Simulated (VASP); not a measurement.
Input of a VASP 6.6.1 run:

The input INCAR:

```
SYSTEM = Si2Mo
ALGO = Normal
EDIFF = 1E-7
ENCUT = 520
GGA = PS
ISIF = 2
ISMEAR = -1
LASPH = .TRUE.
LCHARG = .FALSE.
LREAL = .FALSE.
LWAVE = .FALSE.
NBANDS = 18
NELM = 80
PREC = Accurate
SIGMA = 0.05
```

The input KPOINTS:

```
k-points
0
G
  14 14 14
  0 0 0
```

File POSCAR:

```
Si2Mo
1.0
   -1.3388872085      1.3388872085      3.4404333310
    1.3388872085     -1.3388872085      3.4404333310
    1.3388872085      1.3388872085     -3.4404333310
Mo Si
1 2
Direct
    0.0000000000      0.0000000000      0.0000000000
    0.3299253061      0.3299253061      0.0000000000
   -0.3299253061     -0.3299253061      0.0000000000
```

Potentials or basis: VASP PAW PBE potentials, release 64 (Mo_sv, Si).

Command:

```sh
$ cat potpaw_PBE.64/Mo_sv/POTCAR potpaw_PBE.64/Si/POTCAR > POTCAR
$ mpirun -np 1 vasp_std > vasp.out
```

**Question.** Estimate the largest force.

**Answer.** 0.029 eV/Å.

**Question.** Estimate the pressure.

**Answer.** 285.4 GPa.

**Question.** Estimate the band gap on the k mesh.

**Answer.** Zero (band 11 reaches 22.41 eV, above the bottom of band 12 at 20.29 eV).

Forces on the atoms (eV/Å):
```
Mo   0.000  0.000  0.000
Si   0.000  0.000 -0.029
Si   0.000  0.000  0.029
```

Caveat: the PAW data sets were made with another functional, which shifts forces and pressure a little.
